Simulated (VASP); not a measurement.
# TlBTe2 (P-6m2) in VASP: a series of runs

Runs on TlBTe2. Level: PBE. Tasks: single point.

Program: VASP 6.6.1. These are calculated values, not measurements. Logs are shortened: lines on timing, memory, paths and dates and some standing lists are left out, and cuts for length are marked.

**1. The cell of the first run**

Symmetry: P-6m2, No. 187, hexagonal system. Conventional cell: a = 3.974 Å, b = 3.974 Å, c = 8.886 Å, α = 90.00°, β = 90.00°, γ = 120.00°. Tl (site symmetry -6m2) has 3 B at 2.29 Å and 2 Te at 2.79 Å within 3.0 Å. B (site symmetry -6m2) has 3 Tl at 2.29 Å within 3.0 Å. Within 3.7 Å of Te (site symmetry 3m) lie 1 Tl at 2.79 Å and 1 Te at 3.31 Å and 3 B at 3.61 Å.

The cell was built from a structure type or drawn by symmetry, and may not be a known phase.

**2. Single point, PBE**

INCAR

```
SYSTEM = TlBTe2
PREC = Accurate
ENCUT = 500
EDIFF = 1E-6
ISMEAR = 0
SIGMA = 0.1
LREAL = .False.
LASPH = .True.
NELM = 120
ALGO = Normal
ISIF = 2
LWAVE = .False.
LCHARG = .False.
GGA = PE
NBANDS = 22
GGA_COMPAT = .False.
```

KPOINTS

```
regular mesh
0
Gamma
  6 6 2
  0 0 0
```

POSCAR

```
TlBTe2
1.0
    3.9741511000      0.0000000000      0.0000000000
   -1.9870755500      3.4417158100      0.0000000000
    0.0000000000      0.0000000000      8.8857759000
Tl B Te
1 1 2
Direct
    0.3333333300      0.6666666700      0.5000000000
    0.0000000000      0.0000000000      0.5000000000
    0.3333333300      0.6666666700      0.8135926400
    0.3333333300      0.6666666700      0.1864073600
```

Potentials or basis: VASP PAW PBE potentials, release 64 (Tl_d, B, Te).

Launch:

```console
$ cat potpaw_PBE.64/Tl_d/POTCAR potpaw_PBE.64/B/POTCAR potpaw_PBE.64/Te/POTCAR > POTCAR
$ mpirun -np 1 vasp_std > vasp.out
```

OUTCAR:

```text
SYSTEM = TlBTe2
   PREC = Accurate
   ENCUT = 500
   EDIFF = 1E-6
   ISMEAR = 0
   LREAL = .False.
   LASPH = .True.
   NELM = 120
   ISIF = 2
   GGA = PE

 ion  position               nearest neighbor table
   1  0.333  0.667  0.500-   2 2.29   2 2.29   2 2.29   4 2.79   3 2.79
   2  0.000  0.000  0.500-   1 2.29   1 2.29   1 2.29
   3  0.333  0.667  0.814-   1 2.79   4 3.31
   4  0.333  0.667  0.186-   1 2.79   3 3.31

  LATTYP: Found a hexagonal cell.
 ALAT       =     3.9741511000
 C/A-ratio  =     2.2358928175

  Lattice vectors:

 A1 = (   3.9741511000,   0.0000000000,   0.0000000000)
 A2 = (  -1.9870755500,   3.4417158100,   0.0000000000)
 A3 = (   0.0000000000,   0.0000000000,   8.8857759000)

Analysis of symmetry for initial positions (statically):
=====================================================================
 Subroutine PRICEL returns:
 Original cell was already a primitive cell.

 Routine SETGRP: Setting up the symmetry group for a
 hexagonal supercell.

 Subroutine GETGRP returns: Found 12 space group operations
 (whereof 12 operations were pure point group operations)
 out of a pool of 24 trial point group operations.

The static configuration has the point symmetry D_3h.

Analysis of symmetry for dynamics (positions and initial velocities):
=====================================================================
 Subroutine PRICEL returns:
 Original cell was already a primitive cell.

 Routine SETGRP: Setting up the symmetry group for a
 hexagonal supercell.

 Subroutine GETGRP returns: Found 12 space group operations
 (whereof 12 operations were pure point group operations)
 out of a pool of 24 trial point group operations.

The dynamic configuration has the point symmetry D_3h.

 Subroutine INISYM returns: Found 12 space group operations
 (whereof 12 operations are pure point group operations),
 and found     1 'primitive' translations

----------------------------------------------------------------------------------------

                                     Primitive cell

  volume of cell :     121.5387

  direct lattice vectors                    reciprocal lattice vectors
     3.974151100  0.000000000  0.000000000     0.251626064  0.145276376  0.000000000
    -1.987075550  3.441715810  0.000000000     0.000000000  0.290552752  0.000000000
     0.000000000  0.000000000  8.885775900     0.000000000  0.000000000  0.112539413

  length of vectors
     3.974151100  3.974151099  8.885775900     0.290552752  0.290552752  0.112539413

  position of ions in fractional coordinates (direct lattice)
     0.333333330  0.666666670  0.500000000
     0.000000000  0.000000000  0.500000000
     0.333333330  0.666666670  0.813592640
     0.333333330  0.666666670  0.186407360

  ion indices of the primitive-cell ions
   primitive index   ion index
                 1           1
                 2           2
                 3           3
                 4           4

----------------------------------------------------------------------------------------

 KPOINTS: regular mesh

Automatic generation of k-mesh.
 Grid dimensions read from file:
 generate k-points for:    6    6    2

 Generating k-lattice:

  Cartesian coordinates                     Fractional coordinates (reciprocal lattice)
     0.041937677  0.024212729  0.000000000     0.166666667  0.000000000  0.000000000
     0.000000000  0.048425459  0.000000000     0.000000000  0.166666667  0.000000000
     0.000000000  0.000000000  0.056269706     0.000000000  0.000000000  0.500000000

  Length of vectors
     0.048425459  0.048425459  0.056269706

  Shift w.r.t. Gamma in fractional coordinates (k-lattice)
     0.000000000  0.000000000  0.000000000

 Subroutine IBZKPT returns following result:
 ===========================================

 Found     14 irreducible k-points:

 Following reciprocal coordinates:
            Coordinates               Weight
  0.000000  0.000000  0.000000      1.000000
  0.166667  0.000000  0.000000      6.000000
  0.333333  0.000000  0.000000      6.000000
  0.500000  0.000000  0.000000      3.000000
  0.166667  0.166667  0.000000      6.000000
  0.333333  0.166667  0.000000     12.000000
  0.333333  0.333333  0.000000      2.000000
  0.000000  0.000000  0.500000      1.000000
  0.166667  0.000000  0.500000      6.000000
  0.333333  0.000000  0.500000      6.000000
  0.500000  0.000000  0.500000      3.000000
  0.166667  0.166667  0.500000      6.000000
  0.333333  0.166667  0.500000     12.000000
  0.333333  0.333333  0.500000      2.000000
   k-points           NKPTS =     14   k-points in BZ     NKDIM =     14   number of bands    NBANDS=     22
   number of dos      NEDOS =    301   number of ions     NIONS =      4
   total plane-waves  NPLWV =  63000
   dimension x,y,z NGX =    30 NGY =   30 NGZ =   70
   dimension x,y,z NGXF=    60 NGYF=   60 NGZF=  140
   ions per type =               1   1   2
   NGX,Y,Z   is equivalent  to a cutoff of  12.55, 12.55, 13.10 a.u.
   NGXF,Y,Z  is equivalent  to a cutoff of  25.10, 25.10, 26.19 a.u.
 SYSTEM =  TlBTe2
   PREC   = accura    normal or accurate (medium, high low for compatibility)
   ISTART =      0    job   : 0-new  1-cont  2-samecut
   ICHARG =      2    charge: 1-file 2-atom 10-const
   ISPIN  =      1    spin polarized calculation?
   LNONCOLLINEAR =      F non collinear calculations
   LSORBIT =      F    spin-orbit coupling
   LASPH  =      T    aspherical Exc in radial PAW
   ENCUT  =  500.0 eV  36.75 Ry    6.06 a.u.   7.25  7.25 16.20*2*pi/ulx,y,z
   NELM   =    120;   NELMIN=  2; NELMDL= -5     # of ELM steps
   EDIFF  = 0.1E-05   stopping-criterion for ELM
   LREAL  =      F    real-space projection
   EDIFFG = 0.1E-04   stopping-criterion for IOM
   NSW    =      0    number of steps for IOM
   IBRION =     -1    ionic relax: 0-MD 1-quasi-New 2-CG
   NFREE  =      0    steps in history (QN), initial steepest desc. (CG)
   ISIF   =      2    stress and relaxation
   ISYM   =      2    0-nonsym 1-usesym 2-fastsym
   POTIM  = 0.5000    time-step for ionic-motion
   TEBEG  =    0.0;   TEEND  =   0.0 temperature during run
   PSTRESS=    0.0 pullay stress
   NELECT =      28.0000    total number of electrons
   NUPDOWN=      -1.0000    fix difference up-down
   EMIN   =  10.00;   EMAX   =-10.00  energy-range for DOS
   EFERMI =   0.00;   METHOD = LEGACY
   ISMEAR =     0;   SIGMA  =   0.10  broadening in eV -4-tet -1-fermi 0-gaus
   EFERMI_NEDOS =   21; number of points for ismear=-14 and -15
   IALGO  =     38    algorithm
   IMIX   =      4    mixing-type and parameters
     AMIX     =   0.40;   BMIX     =  1.00
     AMIX_MAG =   1.60;   BMIX_MAG =  1.00
  volume/ion in A,a.u.               =      30.38       205.05
  Fermi-wavevector in a.u.,A,eV,Ry     =   1.003589  1.896508 13.703666  1.007191
  Thomas-Fermi vector in A             =   2.136151
   LORBIT       =      0    0 simple, 1 ext, 2 COOP (PROOUT), +10 PAW based schemes
   GGA     = PE    functional components
   LHFCALC =     F    Hartree Fock is set to
   AEXX    =    0.0000 exact exchange contribution
   IVDW    =     0    specifies the selected vdW correction
   LEPSILON=     F    determine dielectric tensor
   LRPA    =     F    only Hartree local field effects (RPA)
 non-spin polarized calculation
 Gauss-broadening in eV      SIGMA  =   0.10
  energy-cutoff  :      500.00
  volume of cell :      121.54
 maximum number of plane-waves:      3116
 NGX is ok and might be reduce to    30
   NGX = 15   NGY = 15   NGZ = 33

 number of electron      28.0000004 magnetization

 Free energy of the ion-electron system (eV)
  ---------------------------------------------------
  ext. energy  EPLUGINS =         0.00000000
  ---------------------------------------------------
  free energy    TOTEN  =       -10.65764874 eV

  energy without entropy =      -10.64181687  energy(sigma->0) =      -10.64973281

 E-fermi :   3.9752     XC(G=0):  -8.8756

 val. band max:        3.9042034275   @ k =   0.3333   0.0000   0.5000
 cond. band min:       3.9836845771   @ k =   0.1667   0.0000   0.5000
 fundamental gap:      0.0794811496
 Fermi energy:         3.9752188383

 k-point     1 :       0.0000    0.0000    0.0000
  band No.  band energies     occupation
      1      -8.2478      2.00000
      2      -7.5959      2.00000
      3      -7.5959      2.00000
      4      -7.4778      2.00000
      5      -7.2234      2.00000
      6      -7.2234      2.00000
[... 14 lines left out ...]
     21      10.7654      0.00000
     22      10.9274      0.00000

 k-point     2 :       0.1667    0.0000    0.0000
  band No.  band energies     occupation
      1      -8.1866      2.00000
      2      -7.6603      2.00000
      3      -7.5242      2.00000
      4      -7.2651      2.00000
      5      -7.2296      2.00000
      6      -7.2008      2.00000
[... 14 lines left out ...]
     21      11.3328      0.00000
     22      11.6153      0.00000

 k-point     3 :       0.3333    0.0000    0.0000
  band No.  band energies     occupation
      1      -8.0737      2.00000
      2      -7.7170      2.00000
      3      -7.3739      2.00000
      4      -7.3319      2.00000
      5      -7.2420      2.00000
      6      -6.6265      2.00000
[... 14 lines left out ...]
     21      10.4361      0.00000
     22      12.1144      0.00000

 k-point     4 :       0.5000    0.0000    0.0000
  band No.  band energies     occupation
      1      -8.0236      2.00000
      2      -7.7372      2.00000
      3      -7.3617      2.00000
      4      -7.2949      2.00000
      5      -7.2481      2.00000
      6      -6.2808      2.00000
[... 14 lines left out ...]
     21      10.0460      0.00000
     22      11.8602      0.00000

 k-point     5 :       0.1667    0.1667    0.0000
  band No.  band energies     occupation
      1      -8.0995      2.00000
      2      -7.6809      2.00000
      3      -7.4377      2.00000
      4      -7.3107      2.00000
      5      -7.2449      2.00000
      6      -6.7875      2.00000
[... 14 lines left out ...]
     21      11.4126      0.00000
     22      11.6580      0.00000

 k-point     6 :       0.3333    0.1667    0.0000
  band No.  band energies     occupation
      1      -8.0176      2.00000
      2      -7.6950      2.00000
      3      -7.3467      2.00000
      4      -7.3324      2.00000
      5      -7.2644      2.00000
      6      -6.3195      2.00000
[... 14 lines left out ...]
     21      10.9894      0.00000
     22      11.6665      0.00000

 k-point     7 :       0.3333    0.3333    0.0000
  band No.  band energies     occupation
      1      -7.9869      2.00000
      2      -7.6613      2.00000
      3      -7.3381      2.00000
      4      -7.3254      2.00000
      5      -7.2917      2.00000
      6      -6.1809      2.00000
[... 14 lines left out ...]
     21      11.1450      0.00000
     22      12.5230      0.00000

 k-point     8 :       0.0000    0.0000    0.5000
  band No.  band energies     occupation
      1      -8.1354      2.00000
      2      -7.5959      2.00000
      3      -7.5959      2.00000
      4      -7.3427      2.00000
      5      -7.2607      2.00000
      6      -7.2234      2.00000
[... 14 lines left out ...]
     21      10.9317      0.00000
     22      10.9436      0.00000

 k-point     9 :       0.1667    0.0000    0.5000
  band No.  band energies     occupation
      1      -8.0911      2.00000
      2      -7.6472      2.00000
      3      -7.5242      2.00000
      4      -7.2904      2.00000
      5      -7.2296      2.00000
      6      -7.1398      2.00000
[... 14 lines left out ...]
     21      10.5459      0.00000
     22      11.6509      0.00000

 k-point    10 :       0.3333    0.0000    0.5000
  band No.  band energies     occupation
      1      -8.0088      2.00000
      2      -7.7046      2.00000
      3      -7.3739      2.00000
      4      -7.3355      2.00000
      5      -7.2420      2.00000
      6      -6.7747      2.00000
[... 14 lines left out ...]
     21      11.1028      0.00000
     22      11.1692      0.00000

 k-point    11 :       0.5000    0.0000    0.5000
  band No.  band energies     occupation
      1      -7.9731      2.00000
      2      -7.7236      2.00000
      3      -7.3619      2.00000
      4      -7.2949      2.00000
      5      -7.2482      2.00000
      6      -6.5559      2.00000
[... 14 lines left out ...]
     21      10.6236      0.00000
     22      10.9506      0.00000

 k-point    12 :       0.1667    0.1667    0.5000
  band No.  band energies     occupation
      1      -8.0257      2.00000
      2      -7.6729      2.00000
      3      -7.4341      2.00000
      4      -7.3173      2.00000
      5      -7.2450      2.00000
      6      -6.8750      2.00000
[... 14 lines left out ...]
     21      10.5602      0.00000
     22      11.3681      0.00000

 k-point    13 :       0.3333    0.1667    0.5000
  band No.  band energies     occupation
      1      -7.9618      2.00000
      2      -7.6891      2.00000
      3      -7.3475      2.00000
      4      -7.3314      2.00000
      5      -7.2645      2.00000
      6      -6.5591      2.00000
[... 14 lines left out ...]
     21      10.7681      0.00000
     22      11.5087      0.00000

 k-point    14 :       0.3333    0.3333    0.5000
  band No.  band energies     occupation
      1      -7.9328      2.00000
      2      -7.6613      2.00000
      3      -7.3383      2.00000
      4      -7.3254      2.00000
      5      -7.2919      2.00000
      6      -6.4445      2.00000
[... 14 lines left out ...]
     21      10.9247      0.00000
     22      12.0133      0.00000

------------------------ aborting loop because EDIFF is reached ----------------------------------------

  FORCE on cell =-STRESS in cart. coord.  units (eV):
  Direction    XX          YY          ZZ          XY          YZ          ZX
  --------------------------------------------------------------------------------------
  -------------------------------------------------------------------------------------
  Total       -1.5480687     -1.5480687      4.1782941      0.0000000      0.0000000      0.0000000
  in kB      -20.4073245    -20.4073244     55.0801163      0.0000000      0.0000000      0.0000000
  external PRESSURE =       4.7551558 kB  Pullay stress =       0.0000000 kB

 VOLUME and BASIS-vectors are now :
 -----------------------------------------------------------------------------
  energy-cutoff  :      500.00
  volume of cell :      121.54
      direct lattice vectors                 reciprocal lattice vectors
     3.974151100  0.000000000  0.000000000     0.251626064  0.145276376  0.000000000
    -1.987075550  3.441715810  0.000000000     0.000000000  0.290552752  0.000000000
     0.000000000  0.000000000  8.885775900     0.000000000  0.000000000  0.112539413

 POSITION                                       TOTAL-FORCE (eV/Angst)
 -----------------------------------------------------------------------------------
     -0.00000      2.29448      4.44289         0.000000     -0.000000      0.000000
      0.00000      0.00000      4.44289        -0.000000     -0.000000      0.000000
     -0.00000      2.29448      7.22940        -0.000000      0.000000      1.595328
     -0.00000      2.29448      1.65637        -0.000000      0.000000     -1.595328
 -----------------------------------------------------------------------------------
    total drift:                                0.000026     -0.000015     -0.000000

  FREE ENERGIE OF THE ION-ELECTRON SYSTEM (eV)
  ---------------------------------------------------
  free  energy   TOTEN  =       -10.6576487439 eV

  energy  without entropy=      -10.6418168743  energy(sigma->0) =      -10.64973281
```

It took 86 s on 1 thread of AMD EPYC 7R13, shared host; peak memory 0.22 GiB.

What came out:

| Item | Value |
| --- | --- |
| Free energy | -10.6576 eV |
| Pressure | 0.5 GPa |
| Largest force | 1.595 eV/Å |
| Band gap on the k mesh | zero (bands 14 and 15 overlap by 2.09 eV) |

Forces on the atoms (eV/Å):
```
Tl   0.000  0.000  0.000
B    0.000  0.000  0.000
Te   0.000  0.000  1.595
Te   0.000  0.000 -1.595
```

Caveat: spin-orbit coupling is left out, which moves the levels of the heavy elements; forces of over 1 eV/Å act on the atoms, so gaps and moduli don't describe the material at rest.

(Part 1 of 2 ends here.)
